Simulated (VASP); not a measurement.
# KBr (Fm-3m) in VASP: further runs

The runs below take KBr through single point, with LDA.

All numbers are computed with VASP 6.6.1; they aren't measurements. Logs are shortened: lines on timing, memory, paths and dates and some standing lists are left out, and cuts for length are marked.

**1. The cell of the first run**

It takes space group Fm-3m (No. 225, cubic). Conventional cell: a = 6.343 Å, b = 6.343 Å, c = 6.343 Å, α = 90.00°, β = 90.00°, γ = 90.00°. Within 4.2 Å of K (site symmetry m-3m) lie 6 Br at 3.17 Å. Within 4.2 Å of Br (site symmetry m-3m) lie 6 K at 3.17 Å.

**2. Single point, LDA**

INCAR

```
SYSTEM = KBr
ALGO = Normal
EDIFF = 1E-6
ENCUT = 520
ISIF = 2
ISMEAR = 0
LASPH = .TRUE.
LCHARG = .FALSE.
LREAL = .FALSE.
LWAVE = .FALSE.
NBANDS = 15
NELM = 60
PREC = Accurate
SIGMA = 0.01
```

KPOINTS

```
k-points
0
G
  6 6 6
  0 0 0
```

POSCAR

```
KBr
1.0
    0.0000000000      3.1716155458      3.1716155458
    3.1716155458      0.0000000000      3.1716155458
    3.1716155458      3.1716155458      0.0000000000
K Br
1 1
Direct
    0.0000000000      0.0000000000      0.0000000000
    0.5000000000      0.5000000000      0.5000000000
```

Potentials or basis: VASP PAW LDA potentials, release 64 (K_sv, Br).

Command:

```bash
> cat potpaw_LDA.64/K_sv/POTCAR potpaw_LDA.64/Br/POTCAR > POTCAR
> mpirun -np 1 vasp_std > vasp.out
```

OUTCAR:

```text
SYSTEM = KBr
   EDIFF = 1E-6
   ENCUT = 520
   ISIF = 2
   ISMEAR = 0
   LASPH = .TRUE.
   LREAL = .FALSE.
   NELM = 60
   PREC = Accurate

 ion  position               nearest neighbor table
   1  0.000  0.000  0.000-   2 3.17   2 3.17   2 3.17   2 3.17   2 3.17   2 3.17
   2  0.500  0.500  0.500-   1 3.17   1 3.17   1 3.17   1 3.17   1 3.17   1 3.17

  LATTYP: Found a face centered cubic cell.
 ALAT       =     6.3432310916

  Lattice vectors:

 A1 = (   0.0000000000,   3.1716155458,   3.1716155458)
 A2 = (   3.1716155458,   0.0000000000,   3.1716155458)
 A3 = (   3.1716155458,   3.1716155458,   0.0000000000)

Analysis of symmetry for initial positions (statically):
=====================================================================
 Subroutine PRICEL returns:
 Original cell was already a primitive cell.

 Routine SETGRP: Setting up the symmetry group for a
 face centered cubic supercell.

 Subroutine GETGRP returns: Found 48 space group operations
 (whereof 48 operations were pure point group operations)
 out of a pool of 48 trial point group operations.

The static configuration has the point symmetry O_h .

Analysis of symmetry for dynamics (positions and initial velocities):
=====================================================================
 Subroutine PRICEL returns:
 Original cell was already a primitive cell.

 Routine SETGRP: Setting up the symmetry group for a
 face centered cubic supercell.

 Subroutine GETGRP returns: Found 48 space group operations
 (whereof 48 operations were pure point group operations)
 out of a pool of 48 trial point group operations.

The dynamic configuration has the point symmetry O_h .

 Subroutine INISYM returns: Found 48 space group operations
 (whereof 48 operations are pure point group operations),
 and found     1 'primitive' translations

----------------------------------------------------------------------------------------

                                     Primitive cell

  volume of cell :      63.8075

  direct lattice vectors                    reciprocal lattice vectors
     0.000000000  3.171615546  3.171615546    -0.157648363  0.157648363  0.157648363
     3.171615546  0.000000000  3.171615546     0.157648363 -0.157648363  0.157648363
     3.171615546  3.171615546  0.000000000     0.157648363  0.157648363 -0.157648363

  length of vectors
     4.485341720  4.485341720  4.485341720     0.273054975  0.273054975  0.273054975

  position of ions in fractional coordinates (direct lattice)
     0.000000000  0.000000000  0.000000000
     0.500000000  0.500000000  0.500000000

  ion indices of the primitive-cell ions
   primitive index   ion index
                 1           1
                 2           2

----------------------------------------------------------------------------------------

 KPOINTS: k-points

Automatic generation of k-mesh.
 Grid dimensions read from file:
 generate k-points for:    6    6    6

 Generating k-lattice:

  Cartesian coordinates                     Fractional coordinates (reciprocal lattice)
    -0.026274727  0.026274727  0.026274727     0.166666667  0.000000000  0.000000000
     0.026274727 -0.026274727  0.026274727     0.000000000  0.166666667  0.000000000
     0.026274727  0.026274727 -0.026274727     0.000000000  0.000000000  0.166666667

  Length of vectors
     0.045509163  0.045509163  0.045509163

  Shift w.r.t. Gamma in fractional coordinates (k-lattice)
     0.000000000  0.000000000  0.000000000

 Subroutine IBZKPT returns following result:
 ===========================================

 Found     16 irreducible k-points:

 Following reciprocal coordinates:
            Coordinates               Weight
  0.000000  0.000000  0.000000      1.000000
  0.166667  0.000000  0.000000      8.000000
  0.333333  0.000000  0.000000      8.000000
  0.500000  0.000000  0.000000      4.000000
  0.166667  0.166667  0.000000      6.000000
  0.333333  0.166667  0.000000     24.000000
[... 8 lines left out ...]
 -0.333333  0.333333  0.166667     24.000000
 -0.333333  0.500000  0.166667     12.000000
   k-points           NKPTS =     16   k-points in BZ     NKDIM =     16   number of bands    NBANDS=     15
   number of dos      NEDOS =    301   number of ions     NIONS =      2
   total plane-waves  NPLWV =  46656
   dimension x,y,z NGX =    36 NGY =   36 NGZ =   36
   dimension x,y,z NGXF=    72 NGYF=   72 NGZF=   72
   ions per type =               1   1
   NGX,Y,Z   is equivalent  to a cutoff of  13.34, 13.34, 13.34 a.u.
   NGXF,Y,Z  is equivalent  to a cutoff of  26.69, 26.69, 26.69 a.u.
 SYSTEM =  KBr
   PREC   = accura    normal or accurate (medium, high low for compatibility)
   ISTART =      0    job   : 0-new  1-cont  2-samecut
   ICHARG =      2    charge: 1-file 2-atom 10-const
   ISPIN  =      1    spin polarized calculation?
   LNONCOLLINEAR =      F non collinear calculations
   LSORBIT =      F    spin-orbit coupling
   LASPH  =      T    aspherical Exc in radial PAW
   ENCUT  =  520.0 eV  38.22 Ry    6.18 a.u.   8.34  8.34  8.34*2*pi/ulx,y,z
   NELM   =     60;   NELMIN=  2; NELMDL= -5     # of ELM steps
   EDIFF  = 0.1E-05   stopping-criterion for ELM
   LREAL  =      F    real-space projection
   EDIFFG = 0.1E-04   stopping-criterion for IOM
   NSW    =      0    number of steps for IOM
   IBRION =     -1    ionic relax: 0-MD 1-quasi-New 2-CG
   NFREE  =      0    steps in history (QN), initial steepest desc. (CG)
   ISIF   =      2    stress and relaxation
   ISYM   =      2    0-nonsym 1-usesym 2-fastsym
   POTIM  = 0.5000    time-step for ionic-motion
   TEBEG  =    0.0;   TEEND  =   0.0 temperature during run
   PSTRESS=    0.0 pullay stress
   NELECT =      16.0000    total number of electrons
   NUPDOWN=      -1.0000    fix difference up-down
   EMIN   =  10.00;   EMAX   =-10.00  energy-range for DOS
   EFERMI =   0.00;   METHOD = LEGACY
   ISMEAR =     0;   SIGMA  =   0.01  broadening in eV -4-tet -1-fermi 0-gaus
   EFERMI_NEDOS =   21; number of points for ismear=-14 and -15
   IALGO  =     38    algorithm
   IMIX   =      4    mixing-type and parameters
     AMIX     =   0.40;   BMIX     =  1.00
     AMIX_MAG =   1.60;   BMIX_MAG =  1.00
  volume/ion in A,a.u.               =      31.90       215.30
  Fermi-wavevector in a.u.,A,eV,Ry     =   1.032344  1.950847 14.500183  1.065733
  Thomas-Fermi vector in A             =   2.166537
   LORBIT       =      0    0 simple, 1 ext, 2 COOP (PROOUT), +10 PAW based schemes
   GGA     = CA    functional components
   LHFCALC =     F    Hartree Fock is set to
   AEXX    =    0.0000 exact exchange contribution
   IVDW    =     0    specifies the selected vdW correction
   LEPSILON=     F    determine dielectric tensor
   LRPA    =     F    only Hartree local field effects (RPA)
 non-spin polarized calculation
 Gauss-broadening in eV      SIGMA  =   0.01
  energy-cutoff  :      520.00
  volume of cell :       63.81
 maximum number of plane-waves:      1759
 NGX is ok and might be reduce to    36
   NGX = 17   NGY = 17   NGZ = 17

 number of electron      15.9999999 magnetization

 Free energy of the ion-electron system (eV)
  ---------------------------------------------------
  ext. energy  EPLUGINS =         0.00000000
  ---------------------------------------------------
  free energy    TOTEN  =        -6.83319405 eV

  energy without entropy =       -6.83319405  energy(sigma->0) =       -6.83319405

 E-fermi :  -1.3299     XC(G=0):  -8.3722

 val. band max:       -1.3800359079   @ k =   0.0000   0.0000   0.0000
 cond. band min:       2.9893975387   @ k =   0.0000   0.0000   0.0000
 fundamental gap:      4.3694334466
 Fermi energy:        -1.3298686356

 k-point     1 :       0.0000    0.0000    0.0000
  band No.  band energies     occupation
      1     -28.5684      2.00000
      2     -13.8686      2.00000
      3     -12.2949      2.00000
      4     -12.2949      2.00000
      5     -12.2949      2.00000
      6      -1.3800      2.00000
      7      -1.3800      2.00000
      8      -1.3800      2.00000
      9       2.9894      0.00000
     10       5.9549      0.00000
     11       5.9549      0.00000
     12       5.9549      0.00000
     13       6.9129      0.00000
     14       6.9129      0.00000
     15      10.0933      0.00000

 k-point     2 :       0.1667    0.0000    0.0000
  band No.  band energies     occupation
      1     -28.5654      2.00000
      2     -13.9269      2.00000
      3     -12.2969      2.00000
      4     -12.2969      2.00000
      5     -12.2116      2.00000
      6      -1.8643      2.00000
      7      -1.5070      2.00000
      8      -1.5070      2.00000
      9       3.7472      0.00000
     10       5.8294      0.00000
     11       6.3237      0.00000
     12       6.3237      0.00000
     13       7.3539      0.00000
     14       7.3539      0.00000
     15      11.1614      0.00000

 k-point     3 :       0.3333    0.0000    0.0000
  band No.  band energies     occupation
      1     -28.5594      2.00000
      2     -14.0298      2.00000
      3     -12.3009      2.00000
      4     -12.3009      2.00000
      5     -12.0570      2.00000
      6      -2.5943      2.00000
      7      -1.7401      2.00000
      8      -1.7401      2.00000
      9       4.8052      0.00000
     10       6.3370      0.00000
     11       7.3134      0.00000
     12       7.3134      0.00000
     13       8.4449      0.00000
     14       8.4449      0.00000
     15      10.5307      0.00000

 k-point     4 :       0.5000    0.0000    0.0000
  band No.  band energies     occupation
      1     -28.5563      2.00000
      2     -14.0761      2.00000
      3     -12.3029      2.00000
      4     -12.3029      2.00000
      5     -11.9839      2.00000
      6      -2.8954      2.00000
      7      -1.8480      2.00000
      8      -1.8480      2.00000
      9       5.1154      0.00000
     10       6.9718      0.00000
     11       8.4421      0.00000
     12       8.4421      0.00000
     13       8.8282      0.00000
     14       8.8282      0.00000
     15      10.0966      0.00000
[... 163 lines left out ...]
 k-point    14 :       0.5000    0.3333    0.1667
  band No.  band energies     occupation
      1     -28.5556      2.00000
      2     -13.9301      2.00000
      3     -12.3646      2.00000
      4     -12.3325      2.00000
      5     -12.1500      2.00000
      6      -2.4850      2.00000
      7      -1.8462      2.00000
      8      -1.8404      2.00000
      9       5.1518      0.00000
     10       5.8148      0.00000
     11       7.5298      0.00000
     12       8.3692      0.00000
     13       8.5429      0.00000
     14       8.7843      0.00000
     15       9.9912      0.00000

 k-point    15 :      -0.3333    0.3333    0.1667
  band No.  band energies     occupation
      1     -28.5537      2.00000
      2     -13.9127      2.00000
      3     -12.3818      2.00000
      4     -12.3597      2.00000
      5     -12.1426      2.00000
      6      -2.4312      2.00000
      7      -2.0419      2.00000
      8      -1.9006      2.00000
      9       5.6891      0.00000
     10       6.0629      0.00000
     11       7.3862      0.00000
     12       7.9471      0.00000
     13       9.0833      0.00000
     14       9.5239      0.00000
     15      10.0825      0.00000

 k-point    16 :      -0.3333    0.5000    0.1667
  band No.  band energies     occupation
      1     -28.5528      2.00000
      2     -13.8211      2.00000
      3     -12.4324      2.00000
      4     -12.3829      2.00000
      5     -12.2200      2.00000
      6      -2.2404      2.00000
      7      -2.0018      2.00000
      8      -1.9298      2.00000
      9       4.8788      0.00000
     10       6.7152      0.00000
     11       6.9076      0.00000
     12       8.0713      0.00000
     13       8.7758      0.00000
     14       9.6094      0.00000
     15      10.2828      0.00000

------------------------ aborting loop because EDIFF is reached ----------------------------------------

  FORCE on cell =-STRESS in cart. coord.  units (eV):
  Direction    XX          YY          ZZ          XY          YZ          ZX
  --------------------------------------------------------------------------------------
  -------------------------------------------------------------------------------------
  Total        0.1519569      0.1519569      0.1519569      0.0000000     -0.0000000     -0.0000000
  in kB        3.8155703      3.8155703      3.8155703      0.0000000     -0.0000000     -0.0000000
  external PRESSURE =       3.8155703 kB  Pullay stress =       0.0000000 kB

 VOLUME and BASIS-vectors are now :
 -----------------------------------------------------------------------------
  energy-cutoff  :      520.00
  volume of cell :       63.81
      direct lattice vectors                 reciprocal lattice vectors
     0.000000000  3.171615546  3.171615546    -0.157648363  0.157648363  0.157648363
     3.171615546  0.000000000  3.171615546     0.157648363 -0.157648363  0.157648363
     3.171615546  3.171615546  0.000000000     0.157648363  0.157648363 -0.157648363

 POSITION                                       TOTAL-FORCE (eV/Angst)
 -----------------------------------------------------------------------------------
      0.00000      0.00000      0.00000        -0.000000      0.000000     -0.000000
      3.17162      3.17162      3.17162         0.000000     -0.000000      0.000000
 -----------------------------------------------------------------------------------
    total drift:                                0.000000      0.000000      0.000000

  FREE ENERGIE OF THE ION-ELECTRON SYSTEM (eV)
  ---------------------------------------------------
  free  energy   TOTEN  =        -6.8331940496 eV

  energy  without entropy=       -6.8331940496  energy(sigma->0) =       -6.83319405
```

It took 6.5 s on 1 thread of Intel Xeon Platinum 8559C (Emerald Rapids), shared host; peak memory 0.17 GiB.

Results:

- Free energy: -6.8332 eV
- Pressure: 0.4 GPa
- Band gap on the k mesh: 4.37 eV, direct

As with any semilocal functional, this LDA gap is likely too small.

**3. Single point, LDA**

This run uses another cell than the first one, of 32.39 Å³/atom, 1.015 times its volume.

INCAR

```
PREC     = Accurate       # precision mode
ENCUT    = 520            # plane-wave cutoff, eV
EDIFF    = 1E-6           # SCF threshold, eV
ISMEAR   = 0              # smearing method
SIGMA    = 0.01           # smearing width, eV
LREAL    = F              # projectors in reciprocal space
LASPH    = T              # aspherical terms in the spheres
NELM     = 60             # most SCF steps
ALGO     = Normal         # electronic algorithm
ISIF     = 2              # what is computed and relaxed
LWAVE    = F              # write WAVECAR
LCHARG   = F              # write CHGCAR
NBANDS   = 15             # bands
```

KPOINTS

```
Automatic mesh
0
Gamma
  6 6 6
```

POSCAR

```
KBr
1.0
    0.0000000000      3.1875533123      3.1875533123
    3.1875533123      0.0000000000      3.1875533123
    3.1875533123      3.1875533123      0.0000000000
K Br
1 1
Direct
    0.0000000000      0.0000000000      0.0000000000
    0.5000000000      0.5000000000      0.5000000000
```

Potentials or basis: VASP PAW LDA potentials, release 64 (K_sv, Br).

Command:

```bash
> cat potpaw_LDA.64/K_sv/POTCAR potpaw_LDA.64/Br/POTCAR > POTCAR
> mpirun -np 1 vasp_std > vasp.out
```

Run time: 6.4 s. Hardware: 1 thread of Intel Xeon Platinum 8559C (Emerald Rapids), shared host; peak memory 0.17 GiB.

The run converged. Its results:

- Free energy: -6.8346 eV
- Pressure: 0.1 GPa
- Band gap on the k mesh: 4.32 eV, direct

Levels at points of the mesh, in eV from the valence-band top:
```tsv
k point	band 4	band 5	band 6	band 7	band 8	band 9	band 10	band 11	band 12	band 13
(0.00, 0.00, 0.00)	-10.94	-10.94	0.00	0.00	0.00	4.32	7.34	7.34	7.34	8.29
(0.50, 0.00, 0.00)	-10.95	-10.64	-1.48	-0.45	-0.45	6.46	8.30	9.79	9.79	10.16
(0.50, 0.50, 0.00)	-11.00	-11.00	-0.96	-0.33	-0.33	5.41	7.25	9.35	9.73	9.84
```

LDA gaps usually lie below the measured ones, often by a third to a half.

**4. Single point, LDA**

This run uses another cell than the first one, of 32.39 Å³/atom, 1.015 times its volume.

INCAR

```
PREC = Accurate ; ENCUT = 520
EDIFF = 1E-6 ; ISMEAR = 0
SIGMA = 0.01 ; LREAL = False
LASPH = True ; NELM = 100
ALGO = Normal ; ISIF = 2
LWAVE = False ; LCHARG = False
GGA = CA ; NBANDS = 15
```

KPOINTS is that of step 3.

POSCAR is that of step 3.

Command:

```bash
> cat potpaw_LDA.64/K_sv/POTCAR potpaw_LDA.64/Br/POTCAR > POTCAR
> mpirun -np 1 vasp_std > vasp.out
```

Wall time 6.5 s (1 thread of Intel Xeon Platinum 8559C (Emerald Rapids), shared host); peak memory 0.17 GiB.

Results (log left out):

- Free energy: -6.8346 eV
- Pressure: 0.1 GPa
- Band gap on the k mesh: 4.32 eV, direct

Levels at points of the mesh, in eV from the valence-band top:
```
           k point  band 4  band 5  band 6  band 7  band 8  band 9  band 10  band 11  band 12  band 13
(0.00, 0.00, 0.00)  -10.94  -10.94    0.00    0.00    0.00    4.32     7.34     7.34     7.34     8.29
(0.50, 0.00, 0.00)  -10.95  -10.64   -1.48   -0.45   -0.45    6.46     8.30     9.79     9.79    10.16
(0.50, 0.50, 0.00)  -11.00  -11.00   -0.96   -0.33   -0.33    5.41     7.25     9.35     9.73     9.84
```

Expect the measured gap to be larger: semilocal functionals such as LDA lack the derivative discontinuity.

**5. Single point, LDA**

This run uses another cell than the first one, of 32.88 Å³/atom, 1.030 times its volume.

INCAR

```
ALGO = Normal
EDIFF = 1E-6
ENCUT = 520
ISIF = 2
ISMEAR = 0
LASPH = True
LCHARG = True
LELF = True
LREAL = False
LVHAR = True
LWAVE = False
NBANDS = 15
NELM = 100
PREC = Accurate
SIGMA = 0.01
```

KPOINTS

```
k-points
0
Gamma
  6 6 6
```

POSCAR

```
KBr
1.0
    0.0000000000      3.2034910789      3.2034910789
    3.2034910789      0.0000000000      3.2034910789
    3.2034910789      3.2034910789      0.0000000000
K Br
1 1
Direct
    0.0000000000      0.0000000000      0.0000000000
    0.5000000000      0.5000000000      0.5000000000
```

Command:

```bash
> cat potpaw_LDA.64/K_sv/POTCAR potpaw_LDA.64/Br/POTCAR > POTCAR
> mpirun -np 1 vasp_std > vasp.out
```

Run time: 7.3 s. Hardware: 1 thread of Intel Xeon Platinum 8559C (Emerald Rapids), shared host; peak memory 0.17 GiB.

It converged, with:

| Item | Value |
| --- | --- |
| Free energy | -6.8342 eV |
| Pressure | -0.2 GPa |
| Band gap on the k mesh | 4.28 eV, direct |

Levels at points of the mesh, in eV from the valence-band top:
```
           k point  band 4  band 5  band 6  band 7  band 8  band 9  band 10  band 11  band 12  band 13
(0.00, 0.00, 0.00)  -10.96  -10.96    0.00    0.00    0.00    4.28     7.34     7.34     7.34     8.28
(0.50, 0.00, 0.00)  -10.97  -10.68   -1.44   -0.44   -0.44    6.43     8.25     9.75     9.75    10.11
(0.50, 0.50, 0.00)  -11.02  -11.02   -0.95   -0.33   -0.33    5.43     7.19     9.33     9.65     9.79
```

**6. The runs side by side**

| cell | gap on the mesh (eV) | pressure (GPa) |
| --- | --- | --- |
| a = 4.485 Å, angles 60.0°, 2 atoms | 4.37 | 0.4 |
| a = 4.508 Å, angles 60.0°, 2 atoms | 4.32 | 0.1 |
| a = 4.530 Å, angles 60.0°, 2 atoms | 4.28 | -0.2 |

Alike in all rows: task single point; level LDA; potentials or basis VASP PAW LDA potentials, release 64 (K_sv, Br); no spin polarisation; k mesh 6 × 6 × 6; cutoff (eV) 520; smearing gaussian 0.01 eV.

Total energies depend on the potentials used, so only differences within one code and one set of settings carry meaning.
